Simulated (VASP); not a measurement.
# Cd (Pm-3m) in VASP: relaxation of cell and atoms with PBE

Aim: the relaxation of cell and atoms of Cd with PBE.

Everything below comes from runs of VASP 6.6.1. Logs are shortened: lines on timing, memory, paths and dates and some standing lists are left out, and cuts for length are marked.

### 1 The cell of the first run

It takes space group Pm-3m (No. 221, cubic). The conventional cell has a = 2.870 Å, b = 2.870 Å, c = 2.870 Å, α = 90.00°, β = 90.00°, γ = 90.00°. Cd (site symmetry m-3m) has 6 Cd at 2.87 Å within 3.8 Å.

This isn't the form of Cd at room conditions, which is hcp.

### 2 Relaxation of cell and atoms, PBE

The input, INCAR:

```
ALGO = Normal ; EDIFF = 1E-7
EDIFFG = -0.01 ; ENCUT = 540
GGA = PE ; GGA_COMPAT = F
IBRION = 2 ; ISIF = 3
ISMEAR = 0 ; LASPH = T
LCHARG = F ; LREAL = F
LWAVE = F ; NELM = 120
NELMIN = 4 ; NSW = 60
PREC = Accurate ; SIGMA = 0.05
```

The input, KPOINTS:

```
k-points
0
Gamma
  7 7 7
```

The input, POSCAR:

```
Cd
1.0
    2.8700000000      0.0000000000      0.0000000000
    0.0000000000      2.8700000000      0.0000000000
    0.0000000000      0.0000000000      2.8700000000
Cd
1
Direct
    0.0000000000      0.0000000000      0.0000000000
```

Potentials or basis: VASP PAW PBE potentials, release 64 (Cd_sv_GW).

Command:

```bash
> cat potpaw_PBE.64/Cd_sv_GW/POTCAR > POTCAR
> mpirun -np 1 vasp_std > vasp.out
```

OUTCAR:

```text
EDIFF = 1E-7
   EDIFFG = -0.01
   ENCUT = 540
   GGA = PE
   IBRION = 2
   ISIF = 3
   ISMEAR = 0
   LASPH = T
   LREAL = F
   NELM = 120
   NELMIN = 4
   NSW = 60
   PREC = Accurate

 ion  position               nearest neighbor table
   1  0.000  0.000  0.000-

  LATTYP: Found a simple cubic cell.
 ALAT       =     2.8700000000

  Lattice vectors:

 A1 = (   2.8700000000,   0.0000000000,   0.0000000000)
 A2 = (   0.0000000000,   2.8700000000,   0.0000000000)
 A3 = (   0.0000000000,   0.0000000000,   2.8700000000)

Analysis of symmetry for initial positions (statically):
=====================================================================
 Subroutine PRICEL returns:
 Original cell was already a primitive cell.

 Routine SETGRP: Setting up the symmetry group for a
 simple cubic supercell.

 Subroutine GETGRP returns: Found 48 space group operations
 (whereof 48 operations were pure point group operations)
 out of a pool of 48 trial point group operations.

The static configuration has the point symmetry O_h .

Analysis of symmetry for dynamics (positions and initial velocities):
=====================================================================
 Subroutine PRICEL returns:
 Original cell was already a primitive cell.

 Routine SETGRP: Setting up the symmetry group for a
 simple cubic supercell.

 Subroutine GETGRP returns: Found 48 space group operations
 (whereof 48 operations were pure point group operations)
 out of a pool of 48 trial point group operations.

The dynamic configuration has the point symmetry O_h .

 Subroutine INISYM returns: Found 48 space group operations
 (whereof 48 operations are pure point group operations),
 and found     1 'primitive' translations

----------------------------------------------------------------------------------------

                                     Primitive cell

  volume of cell :      23.6399

  direct lattice vectors                    reciprocal lattice vectors
     2.870000000  0.000000000  0.000000000     0.348432056  0.000000000  0.000000000
     0.000000000  2.870000000  0.000000000     0.000000000  0.348432056  0.000000000
     0.000000000  0.000000000  2.870000000     0.000000000  0.000000000  0.348432056

  length of vectors
     2.870000000  2.870000000  2.870000000     0.348432056  0.348432056  0.348432056

  position of ions in fractional coordinates (direct lattice)
     0.000000000  0.000000000  0.000000000

  ion indices of the primitive-cell ions
   primitive index   ion index
                 1           1

----------------------------------------------------------------------------------------

 KPOINTS: k-points

Automatic generation of k-mesh.
 Grid dimensions read from file:
 generate k-points for:    7    7    7

 Generating k-lattice:

  Cartesian coordinates                     Fractional coordinates (reciprocal lattice)
     0.049776008  0.000000000  0.000000000     0.142857143  0.000000000  0.000000000
     0.000000000  0.049776008  0.000000000     0.000000000  0.142857143  0.000000000
     0.000000000  0.000000000  0.049776008     0.000000000  0.000000000  0.142857143

  Length of vectors
     0.049776008  0.049776008  0.049776008

  Shift w.r.t. Gamma in fractional coordinates (k-lattice)
     0.000000000  0.000000000  0.000000000

 Subroutine IBZKPT returns following result:
 ===========================================

 Found     20 irreducible k-points:

 Following reciprocal coordinates:
            Coordinates               Weight
  0.000000  0.000000  0.000000      1.000000
  0.142857  0.000000  0.000000      6.000000
  0.285714  0.000000  0.000000      6.000000
  0.428571  0.000000  0.000000      6.000000
  0.142857  0.142857  0.000000     12.000000
  0.285714  0.142857  0.000000     24.000000
[... 12 lines left out ...]
  0.428571  0.428571  0.285714     24.000000
  0.428571  0.428571  0.428571      8.000000
   k-points           NKPTS =     20   k-points in BZ     NKDIM =     20   number of bands    NBANDS=     14
   number of dos      NEDOS =    301   number of ions     NIONS =      1
   total plane-waves  NPLWV =  13824
   dimension x,y,z NGX =    24 NGY =   24 NGZ =   24
   dimension x,y,z NGXF=    48 NGYF=   48 NGZF=   48
   ions per type =               1
   NGX,Y,Z   is equivalent  to a cutoff of  13.90, 13.90, 13.90 a.u.
   NGXF,Y,Z  is equivalent  to a cutoff of  27.80, 27.80, 27.80 a.u.
 SYSTEM =  unknown system
   PREC   = accura    normal or accurate (medium, high low for compatibility)
   ISTART =      0    job   : 0-new  1-cont  2-samecut
   ICHARG =      2    charge: 1-file 2-atom 10-const
   ISPIN  =      1    spin polarized calculation?
   LNONCOLLINEAR =      F non collinear calculations
   LSORBIT =      F    spin-orbit coupling
   LASPH  =      T    aspherical Exc in radial PAW
   ENCUT  =  540.0 eV  39.69 Ry    6.30 a.u.   5.44  5.44  5.44*2*pi/ulx,y,z
   NELM   =    120;   NELMIN=  4; NELMDL= -5     # of ELM steps
   EDIFF  = 0.1E-06   stopping-criterion for ELM
   LREAL  =      F    real-space projection
   EDIFFG = -.1E-01   stopping-criterion for IOM
   NSW    =     60    number of steps for IOM
   IBRION =      2    ionic relax: 0-MD 1-quasi-New 2-CG
   NFREE  =      1    steps in history (QN), initial steepest desc. (CG)
   ISIF   =      3    stress and relaxation
   ISYM   =      2    0-nonsym 1-usesym 2-fastsym
   POTIM  = 0.5000    time-step for ionic-motion
   TEBEG  =    0.0;   TEEND  =   0.0 temperature during run
   PSTRESS=    0.0 pullay stress
   NELECT =      20.0000    total number of electrons
   NUPDOWN=      -1.0000    fix difference up-down
   EMIN   =  10.00;   EMAX   =-10.00  energy-range for DOS
   EFERMI =   0.00;   METHOD = LEGACY
   ISMEAR =     0;   SIGMA  =   0.05  broadening in eV -4-tet -1-fermi 0-gaus
   EFERMI_NEDOS =   21; number of points for ismear=-14 and -15
   IALGO  =     38    algorithm
   IMIX   =      4    mixing-type and parameters
     AMIX     =   0.40;   BMIX     =  1.00
     AMIX_MAG =   1.60;   BMIX_MAG =  1.00
  volume/ion in A,a.u.               =      23.64       159.53
  Fermi-wavevector in a.u.,A,eV,Ry     =   1.548352  2.925960 32.618509  2.397393
  Thomas-Fermi vector in A             =   2.653314
   LORBIT       =      0    0 simple, 1 ext, 2 COOP (PROOUT), +10 PAW based schemes
   GGA     = PE    functional components
   LHFCALC =     F    Hartree Fock is set to
   AEXX    =    0.0000 exact exchange contribution
   IVDW    =     0    specifies the selected vdW correction
   LEPSILON=     F    determine dielectric tensor
   LRPA    =     F    only Hartree local field effects (RPA)
 conjugate gradient relaxation of ions
 non-spin polarized calculation
 Gauss-broadening in eV      SIGMA  =   0.05
  energy-cutoff  :      540.00
  volume of cell :       23.64
 maximum number of plane-waves:       691
 NGX is ok and might be reduce to    24
   NGX = 11   NGY = 11   NGZ = 11

--------------------------------------- Ionic step        1  -------------------------------------------

 number of electron      19.9999992 magnetization

 Free energy of the ion-electron system (eV)
  ---------------------------------------------------
  ext. energy  EPLUGINS =         0.00000000
  ---------------------------------------------------
  free energy    TOTEN  =        -0.58067021 eV

  energy without entropy =       -0.57989104  energy(sigma->0) =       -0.58028062

------------------------ aborting loop because EDIFF is reached ----------------------------------------

  FORCE on cell =-STRESS in cart. coord.  units (eV):
  Direction    XX          YY          ZZ          XY          YZ          ZX
  --------------------------------------------------------------------------------------
  -------------------------------------------------------------------------------------
  Total        0.5782545      0.5782545      0.5782545      0.0000000      0.0000000     -0.0000000
  in kB       39.1907779     39.1907779     39.1907779      0.0000000      0.0000000     -0.0000000
  external PRESSURE =      39.1907779 kB  Pullay stress =       0.0000000 kB

 VOLUME and BASIS-vectors are now :
 -----------------------------------------------------------------------------
  energy-cutoff  :      540.00
  volume of cell :       23.64
      direct lattice vectors                 reciprocal lattice vectors
     2.870000000  0.000000000  0.000000000     0.348432056  0.000000000  0.000000000
     0.000000000  2.870000000  0.000000000     0.000000000  0.348432056  0.000000000
     0.000000000  0.000000000  2.870000000     0.000000000  0.000000000  0.348432056
[... 36 lines left out ...]
 POSITION                                       TOTAL-FORCE (eV/Angst)
 -----------------------------------------------------------------------------------
      0.00000      0.00000      0.00000        -0.000000      0.000000      0.000000
 -----------------------------------------------------------------------------------
    total drift:                                0.000000      0.000000      0.000000

  FREE ENERGIE OF THE ION-ELECTRON SYSTEM (eV)
  ---------------------------------------------------
  free  energy   TOTEN  =        -0.6001960967 eV

  energy  without entropy=       -0.5994372939  energy(sigma->0) =       -0.59981670

--------------------------------------- Ionic step        3  -------------------------------------------

 number of electron      20.0000006 magnetization

 Free energy of the ion-electron system (eV)
  ---------------------------------------------------
  ext. energy  EPLUGINS =         0.00000000
  ---------------------------------------------------
  free energy    TOTEN  =        -0.60056977 eV

  energy without entropy =       -0.59981062  energy(sigma->0) =       -0.60019020

 E-fermi :   4.6757     XC(G=0): -10.3337

 val. band max:        4.5310609131   @ k =   0.4286   0.4286   0.1429
 cond. band min:       4.7245845782   @ k =   0.4286   0.1429   0.1429
 fundamental gap:      0.1935236651
 Fermi energy:         4.6756933077

 k-point     1 :       0.0000    0.0000    0.0000
  band No.  band energies     occupation
      1     -98.0497      2.00000
      2     -59.0768      2.00000
      3     -59.0768      2.00000
      4     -59.0768      2.00000
      5      -4.8421      2.00000
      6      -4.8421      2.00000
      7      -3.3764      2.00000
      8      -3.3764      2.00000
      9      -3.3764      2.00000
     10      -2.9649      2.00000
     11      14.7289      0.00000
     12      14.7289      0.00000
     13      14.7289      0.00000
     14      18.4475      0.00000

 k-point     2 :       0.1429    0.0000    0.0000
  band No.  band energies     occupation
      1     -98.0491      2.00000
      2     -59.0842      2.00000
      3     -59.0755      2.00000
      4     -59.0755      2.00000
      5      -4.8188      2.00000
      6      -4.6864      2.00000
      7      -3.4612      2.00000
      8      -3.4612      2.00000
      9      -3.3682      2.00000
     10      -2.5645      2.00000
[... 330 lines left out ...]
 POSITION                                       TOTAL-FORCE (eV/Angst)
 -----------------------------------------------------------------------------------
      0.00000      0.00000      0.00000        -0.000000      0.000000      0.000000
 -----------------------------------------------------------------------------------
    total drift:                                0.000000      0.000000     -0.000000

  FREE ENERGIE OF THE ION-ELECTRON SYSTEM (eV)
  ---------------------------------------------------
  free  energy   TOTEN  =        -0.6005697738 eV

  energy  without entropy=       -0.5998106246  energy(sigma->0) =       -0.60019020

 reached required accuracy - stopping structural energy minimisation
```

Run time: 57 s. Hardware: 1 thread of AMD EPYC 7R43 (Zen 3), shared host; peak memory 0.11 GiB.

Results:

| Quantity | Value |
| --- | --- |
| Free energy | -0.6006 eV |
| Relaxed volume | 25.40 Å³/atom |
| Relaxed cell | a = 2.940 Å, b = 2.940 Å, c = 2.940 Å, α = 90.00°, β = 90.00°, γ = 90.00° |
| Space group after relaxing (to 0.1 Å) | Pm-3m (No. 221) |
| Energy gained by relaxing | 19.9 meV/atom |
| Ionic steps | 3 |
| Pressure after relaxing | 0.0 GPa |
| Band gap on the k mesh | zero (bands 10 and 11 overlap by 3.41 eV) |

The path:
| step | energy change (eV) | largest force (eV/Å) | pressure (GPa) | volume (Å³) |
| --- | --- | --- | --- | --- |
| 1 | 0.0000 | 0.0000 | 3.92 | 23.64 |
| 2 | -0.0195 | 0.0000 | -0.44 | 25.67 |
| 3 | -0.0199 | 0.0000 | 0.01 | 25.40 |

Final structure:
```
Cd
1.0
     2.93961    0.00000    0.00000
     0.00000    2.93961    0.00000
     0.00000    0.00000    2.93961
Cd
1
Direct
  0.00000 0.00000 0.00000
```
